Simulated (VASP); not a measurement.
# Si2W in VASP: notebook, part 2 of 3

VASP 6.6.1.

## Step 4: Single point, BLYP

This run uses another cell than the first one, of 13.48 Å³/atom.

File INCAR:

```
SYSTEM = Si2W
AGGAC = 1.0 ; AGGAX = 1.0
ALDAC = 0.0 ; ALDAX = 1.0
ALGO = Normal ; EDIFF = 1E-6
ENCUT = 520 ; GGA = B5
ISIF = 2 ; ISMEAR = -1
LASPH = .TRUE. ; LCHARG = .FALSE.
LREAL = .FALSE. ; LWAVE = .FALSE.
NBANDS = 18 ; NELM = 100
PREC = Accurate ; SIGMA = 0.05
```

File KPOINTS:

```
k-points
0
G
  12 12 12
  0 0 0
```

File POSCAR:

```
Si2W
1.0
   -1.6069000000      1.6069000000      3.9149500000
    1.6069000000     -1.6069000000      3.9149500000
    1.6069000000      1.6069000000     -3.9149500000
W Si
1 2
Direct
    0.0000000000      0.0000000000      0.0000000000
    0.6653000000      0.6653000000      0.0000000000
    0.3347000000      0.3347000000      0.0000000000
```

Potentials or basis: VASP PAW PBE potentials, release 64 (W_sv, Si).

Launch:

```sh
> cat potpaw_PBE.64/W_sv/POTCAR potpaw_PBE.64/Si/POTCAR > POTCAR
> mpirun -np 1 vasp_std > vasp.out
```

OUTCAR:

```text
SYSTEM = Si2W
   EDIFF = 1E-6
   ENCUT = 520
   GGA = B5
   ISIF = 2
   ISMEAR = -1
   LASPH = .TRUE.
   LREAL = .FALSE.
   NELM = 100
   PREC = Accurate

 ion  position               nearest neighbor table
   1  0.000  0.000  0.000-   2 2.62   2 2.62   2 2.62   3 2.62   2 2.62   3 2.62   3 2.62   3 2.62
                             2 2.62   3 2.62
   2  0.665  0.665  0.000-   3 2.59   1 2.62   1 2.62   1 2.62   1 2.62   1 2.62   3 2.63   3 2.63
                             3 2.63   3 2.63
   3  0.335  0.335  0.000-   2 2.59   1 2.62   1 2.62   1 2.62   1 2.62   1 2.62   2 2.63   2 2.63
                             2 2.63   2 2.63

  LATTYP: Found a body centered tetragonal cell.
 ALAT       =     3.2138000000
 C/A-ratio  =     2.4363370465

  Lattice vectors:

 A1 = (  -1.6069000000,   1.6069000000,   3.9149500000)
 A2 = (   1.6069000000,  -1.6069000000,   3.9149500000)
 A3 = (   1.6069000000,   1.6069000000,  -3.9149500000)

Analysis of symmetry for initial positions (statically):
=====================================================================
 Subroutine PRICEL returns:
 Original cell was already a primitive cell.

 Routine SETGRP: Setting up the symmetry group for a
 body centered tetragonal supercell.

[... 172 lines left out ...]
 fundamental gap:      0.0762074627
 Fermi energy:        12.4445584063

 k-point     1 :       0.0000    0.0000    0.0000
  band No.  band energies     occupation
      1     -60.9682      2.00000
      2     -25.4996      2.00000
      3     -25.4791      2.00000
      4     -25.4791      2.00000
      5      -1.5199      2.00000
      6       5.7074      2.00000
[... 481 lines left out ...]
      5       1.5393      2.00000
      6       4.1878      2.00000
[... 10 lines left out ...]
     17      19.5359      0.00000
     18      20.8058      0.00000

 [... further k-points ...]

------------------------ aborting loop because EDIFF is reached ----------------------------------------

  FORCE on cell =-STRESS in cart. coord.  units (eV):
  Direction    XX          YY          ZZ          XY          YZ          ZX
  --------------------------------------------------------------------------------------
  -------------------------------------------------------------------------------------
  Total        3.4495993      3.4495993      3.2066774      0.0000000      0.0000000     -0.0000000
  in kB      136.6832563    136.6832563    127.0579767      0.0000000      0.0000000     -0.0000000
  external PRESSURE =     133.4748298 kB  Pullay stress =       0.0000000 kB

 VOLUME and BASIS-vectors are now :
 -----------------------------------------------------------------------------
  energy-cutoff  :      520.00
  volume of cell :       40.44
      direct lattice vectors                 reciprocal lattice vectors
    -1.606900000  1.606900000  3.914950000     0.000000000  0.311158131  0.127715552
     1.606900000 -1.606900000  3.914950000     0.311158131  0.000000000  0.127715552
     1.606900000  1.606900000 -3.914950000     0.311158131  0.311158131  0.000000000

 POSITION                                       TOTAL-FORCE (eV/Angst)
 -----------------------------------------------------------------------------------
      0.00000      0.00000      0.00000         0.000000      0.000000      0.000000
      0.00000      0.00000      5.20923         0.000000      0.000000      0.013238
      0.00000      0.00000      2.62067        -0.000000     -0.000000     -0.013238
 -----------------------------------------------------------------------------------
    total drift:                               -0.000000     -0.000000      0.000000

  FREE ENERGIE OF THE ION-ELECTRON SYSTEM (eV)
  ---------------------------------------------------
  free  energy   TOTEN  =       -20.5956061986 eV

  energy  without entropy=      -20.5934911210  energy(sigma->0) =      -20.59454866
```

OSZICAR:

```text
N       E                     dE             d eps       ncg     rms          rms(c)
DAV:   1     0.136782235225E+03    0.13678E+03   -0.10938E+04  5868   0.124E+03
DAV:   2    -0.166032279343E+02   -0.15339E+03   -0.14965E+03  6764   0.322E+02
DAV:   3    -0.213352005267E+02   -0.47320E+01   -0.46655E+01  7266   0.507E+01
DAV:   4    -0.213802698075E+02   -0.45069E-01   -0.44970E-01  7006   0.515E+00
DAV:   5    -0.213807438507E+02   -0.47404E-03   -0.47402E-03  7026   0.574E-01    0.248E+01
DAV:   6    -0.206537658876E+02    0.72698E+00   -0.38682E+00  6280   0.137E+01    0.816E+00
DAV:   7    -0.206057317259E+02    0.48034E-01   -0.29318E-01  6276   0.315E+00    0.476E+00
DAV:   8    -0.205949694919E+02    0.10762E-01   -0.44475E-02  6482   0.177E+00    0.270E-01
DAV:   9    -0.205953911943E+02   -0.42170E-03   -0.16423E-03  6930   0.310E-01    0.159E-01
DAV:  10    -0.205955995808E+02   -0.20839E-03   -0.39582E-04  6676   0.154E-01    0.348E-02
DAV:  11    -0.205956056148E+02   -0.60340E-05   -0.42227E-05  6850   0.479E-02    0.111E-02
DAV:  12    -0.205956061986E+02   -0.58384E-06   -0.34265E-06  6506   0.117E-02
   1 F= -.20595606E+02 E0= -.20594549E+02  d E =-.211508E-02
```

Run time: 2.9 min. Hardware: 1 thread of Intel Xeon Platinum 8259CL at 2.50GHz (Skylake/Cascade Lake), shared host; peak memory 0.28 GiB.

What came out:

```yaml
Free_energy: -20.5956 eV
Pressure: 13.3 GPa
Largest_force: 0.013 eV/Å
Band_gap_on_the_k_mesh: zero (bands 11 and 12 overlap by 1.28 eV)
```

Forces in eV/Å, atoms in the order of the input:
```
W    0.000  0.000  0.000
Si   0.000  0.000  0.013
Si   0.000  0.000 -0.013
```

Stress tensor (GPa, compression positive):
```
13.67  0.00  0.00
 0.00 13.67  0.00
 0.00  0.00 12.71
```

Caveat: the cell stands under pressure; the PAW data sets were made with another functional, which shifts forces and pressure a little; spin-orbit coupling is left out, which moves the levels of the heavy elements.

## Step 5: Single point, LDA

This run uses another cell than the first one, of 12.67 Å³/atom.

File INCAR:

```
PREC     = Accurate       # precision mode
ENCUT    = 520            # plane-wave cutoff, eV
EDIFF    = 1E-6           # SCF threshold, eV
ISMEAR   = -1             # smearing method
SIGMA    = 0.05           # smearing width, eV
LREAL    = F              # projectors in reciprocal space
LASPH    = T              # aspherical terms in the spheres
NELM     = 80             # most SCF steps
ALGO     = Normal         # electronic algorithm
ISIF     = 2              # what is computed and relaxed
LWAVE    = F              # write WAVECAR
LCHARG   = F              # write CHGCAR
GGA      = CA             # functional
NBANDS   = 18             # bands
```

File KPOINTS:

```
regular mesh
0
Gamma
  12 12 12
```

File POSCAR:

```
Si2W
1.0
   -1.5740969181      1.5740969181      3.8350306363
    1.5740969181     -1.5740969181      3.8350306363
    1.5740969181      1.5740969181     -3.8350306363
W Si
1 2
Direct
    0.0000000000      0.0000000000      0.0000000000
    0.6653000000      0.6653000000      0.0000000000
    0.3347000000      0.3347000000      0.0000000000
```

Potentials or basis: VASP PAW LDA potentials, release 64 (W_sv, Si).

Launch:

```sh
> cat potpaw_LDA.64/W_sv/POTCAR potpaw_LDA.64/Si/POTCAR > POTCAR
> mpirun -np 1 vasp_std > vasp.out
```

OUTCAR:

```text
PREC = Accurate
   ENCUT = 520
   EDIFF = 1E-6
   ISMEAR = -1
   LREAL = F
   LASPH = T
   NELM = 80
   ISIF = 2
   GGA = CA

 ion  position               nearest neighbor table
   1  0.000  0.000  0.000-   2 2.56   2 2.56   3 2.56   2 2.56   3 2.56   3 2.56   2 2.56   3 2.56
                             2 2.57   3 2.57
   2  0.665  0.665  0.000-   3 2.54   1 2.56   1 2.56   1 2.56   1 2.56   1 2.57   3 2.58   3 2.58
                             3 2.58   3 2.58
   3  0.335  0.335  0.000-   2 2.54   1 2.56   1 2.56   1 2.56   1 2.56   1 2.57   2 2.58   2 2.58
                             2 2.58   2 2.58

  LATTYP: Found a body centered tetragonal cell.
 ALAT       =     3.1481938362
 C/A-ratio  =     2.4363370465

  Lattice vectors:

 A1 = (  -1.5740969181,   1.5740969181,   3.8350306363)
 A2 = (   1.5740969181,  -1.5740969181,   3.8350306363)
 A3 = (   1.5740969181,   1.5740969181,  -3.8350306363)

Analysis of symmetry for initial positions (statically):
=====================================================================
 Subroutine PRICEL returns:
 Original cell was already a primitive cell.

 Routine SETGRP: Setting up the symmetry group for a
[... 170 lines left out ...]
 E-fermi :  12.8281     XC(G=0): -12.9420

 val. band max:       12.7691741044   @ k =  -0.3333  -0.4167   0.3333
 cond. band min:      12.8606236614   @ k =  -0.4167  -0.4167   0.3333
 fundamental gap:      0.0914495569
 Fermi energy:        12.8281433029

 k-point     1 :       0.0000    0.0000    0.0000
  band No.  band energies     occupation
      1     -60.4679      2.00000
      2     -25.0564      2.00000
      3     -25.0001      2.00000
      4     -25.0001      2.00000
      5      -1.7093      2.00000
      6       5.5771      2.00000
[... 481 lines left out ...]
      5       1.5250      2.00000
      6       4.2345      2.00000
[... 10 lines left out ...]
     17      20.2562      0.00000
     18      21.6965      0.00000

 [... further k-points ...]

------------------------ aborting loop because EDIFF is reached ----------------------------------------

  FORCE on cell =-STRESS in cart. coord.  units (eV):
  Direction    XX          YY          ZZ          XY          YZ          ZX
  --------------------------------------------------------------------------------------
  -------------------------------------------------------------------------------------
  Total        2.3402713      2.3402713      2.8488035      0.0000000     -0.0000000      0.0000000
  in kB       98.6472610     98.6472610    120.0829402      0.0000000     -0.0000000      0.0000000
  external PRESSURE =     105.7924874 kB  Pullay stress =       0.0000000 kB

 VOLUME and BASIS-vectors are now :
 -----------------------------------------------------------------------------
  energy-cutoff  :      520.00
  volume of cell :       38.01
      direct lattice vectors                 reciprocal lattice vectors
    -1.574096918  1.574096918  3.835030636     0.000000000  0.317642449  0.130377055
     1.574096918 -1.574096918  3.835030636     0.317642449  0.000000000  0.130377055
     1.574096918  1.574096918 -3.835030636     0.317642449  0.317642449  0.000000000

 POSITION                                       TOTAL-FORCE (eV/Angst)
 -----------------------------------------------------------------------------------
      0.00000      0.00000      0.00000         0.000000      0.000000     -0.000000
      0.00000      0.00000      5.10289         0.000000      0.000000      0.135368
      0.00000      0.00000      2.56717        -0.000000     -0.000000     -0.135368
 -----------------------------------------------------------------------------------
    total drift:                               -0.000000     -0.000000      0.000000

  FREE ENERGIE OF THE ION-ELECTRON SYSTEM (eV)
  ---------------------------------------------------
  free  energy   TOTEN  =       -27.3067584043 eV

  energy  without entropy=      -27.3049622055  energy(sigma->0) =      -27.30586030
```

OSZICAR:

```text
N       E                     dE             d eps       ncg     rms          rms(c)
DAV:   1     0.129049850706E+03    0.12905E+03   -0.10939E+04  5868   0.124E+03
DAV:   2    -0.235780567762E+02   -0.15263E+03   -0.14900E+03  6714   0.324E+02
DAV:   3    -0.280882822251E+02   -0.45102E+01   -0.44581E+01  7194   0.499E+01
DAV:   4    -0.281265743146E+02   -0.38292E-01   -0.38260E-01  7016   0.490E+00
DAV:   5    -0.281269668218E+02   -0.39251E-03   -0.39248E-03  6886   0.526E-01    0.288E+01
DAV:   6    -0.274253405767E+02    0.70163E+00   -0.26589E+00  6332   0.120E+01    0.107E+01
DAV:   7    -0.273286245962E+02    0.96716E-01   -0.16425E-01  6306   0.242E+00    0.472E+00
DAV:   8    -0.273074160747E+02    0.21209E-01   -0.33746E-02  6704   0.136E+00    0.300E-01
DAV:   9    -0.273069071855E+02    0.50889E-03   -0.83482E-04  6730   0.245E-01    0.174E-01
DAV:  10    -0.273067620801E+02    0.14511E-03   -0.21207E-04  6968   0.128E-01    0.432E-02
DAV:  11    -0.273067584296E+02    0.36505E-05   -0.24876E-05  6624   0.356E-02    0.187E-02
DAV:  12    -0.273067584043E+02    0.25262E-07   -0.98807E-07  4172   0.674E-03
   1 F= -.27306758E+02 E0= -.27305860E+02  d E =-.179620E-02
```

stdout:

```text
POSCAR found type information on POSCAR W Si
 POSCAR found :  2 types and       3 ions
 scaLAPACK will be used
 LDA part: xc-table for (Slater(with rela. corr.)+CA(PZ))
 , standard interpolation
 POSCAR, INCAR and KPOINTS ok, starting setup
 FFT: planning ... GRIDC
 FFT: planning ... GRID_SOFT
 FFT: planning ... GRID
 WAVECAR not read
 entering main loop
```

Wall time 3.1 min (1 thread of Intel Xeon 8259CL, shared host); peak memory 0.25 GiB.

What came out:

- Free energy: -27.3068 eV
- Pressure: 10.6 GPa
- Largest force: 0.135 eV/Å
- Band gap on the k mesh: zero (bands 11 and 12 overlap by 1.40 eV)

Forces in eV/Å, atoms in the order of the input:
```
W    0.000  0.000  0.000
Si   0.000  0.000  0.135
Si   0.000  0.000 -0.135
```

Levels at points of the mesh, in eV from the Fermi level:
```
           k point  band 7  band 8  band 9  band 10  band 11  band 12  band 13  band 14  band 15  band 16
(0.00, 0.00, 0.00)   -3.68   -3.63   -3.03    -3.03     0.62     2.77     3.12     3.26     3.26     4.93
(0.50, 0.00, 0.00)   -6.01   -4.98   -3.01    -3.01    -0.54     2.89     2.89     4.09     4.88     5.26
(0.50, 0.50, 0.00)   -6.21   -5.46   -5.25    -3.52    -1.69     3.05     3.16     3.37     4.11     4.43
(0.50, 0.50, 0.50)   -4.24   -2.77   -0.82    -0.82    -0.58    -0.58     0.82     4.74     5.52     6.24
```

Caveat: the cell stands under pressure; spin-orbit coupling is left out, which moves the levels of the heavy elements.

(Continued in part 3 of 3.)

The gap in the log of VASP goes by the Fermi energy; the results here count the filled bands.